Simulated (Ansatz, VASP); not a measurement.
**BaTiO3: VASP beside Ansatz**

File INCAR:

```
SYSTEM = BaTiO3
ALGO = Normal ; EDIFF = 1E-7
ENCUT = 520 ; GGA = PE
ISIF = 2 ; ISMEAR = -1
LASPH = .True. ; LCHARG = .False.
LDAU = .True. ; LDAUJ = 0 0 0
LDAUL = -1 2 -1 ; LDAUPRINT = 1
LDAUTYPE = 2 ; LDAUU = 0 5 0
LMAXMIX = 4 ; LREAL = .False.
LWAVE = .False. ; NBANDS = 28
NELM = 150 ; PREC = Accurate
SIGMA = 0.02
```

Contents of KPOINTS:

```
k-points
0
Gamma
  6 6 6
  0 0 0
```

File POSCAR:

```
BaTiO3
1.0
    3.9998000000      0.0000000000      0.0000000000
    0.0000000000      3.9998000000      0.0000000000
    0.0000000000      0.0000000000      4.0180000000
Ba Ti O
1 1 3
Direct
    0.0000000000      0.0000000000      0.0000000000
    0.5000000000      0.5000000000      0.4900000000
    0.5000000000      0.5000000000      0.0190000000
    0.5000000000      0.0000000000      0.5170000000
    0.0000000000      0.5000000000      0.5170000000
```

Input for Ansatz:

```yaml
crystal:
  lattice:
    a: 3.9998
    b: 3.9998
    c: 4.018
    alpha: 90.0
    beta: 90.0
    gamma: 90.0
  atoms:
    - { symbol: Ba, position: [0.0, 0.0, 0.0] }
    - { symbol: Ti, position: [0.5, 0.5, 0.49] }
    - { symbol: O, position: [0.5, 0.5, 0.019] }
    - { symbol: O, position: [0.5, 0.0, 0.517] }
    - { symbol: O, position: [0.0, 0.5, 0.517] }
kpoints:
  mp_grid:
    grid: [6, 6, 6]
hamiltonian:
  xc: pbe
  hubbard:
    - { species: Ti, l: d, u_eff: 5.0 }
scf:
  occupations:
    method: fermi_dirac
    width: 0.02
output:
  eigenvalues: true
```

Alike in both runs: task single point; functional PBE; k mesh 6 × 6 × 6; occupations fermi-dirac, width 0.02 eV; no spin polarisation; Hubbard terms Ti d U = 5.0 eV.

```csv
,VASP,Ansatz
version,VASP 6.6.1,Ansatz 0.2.0
potentials or method,"VASP PAW PBE potentials, release 64 (Ba_sv, Ti_sv, O)","plane waves, PAW"
plane-wave cutoff (eV),520,420
valence electrons in the cell,40,40
```

```tsv
	VASP	Ansatz	Ansatz less VASP
gap on the k mesh at the Fermi level (eV)	2.38	2.44	+0.061
```

The programs project onto different local orbitals, so the same U acts differently, and such runs can settle in different states.

Spin-orbit coupling is off throughout.
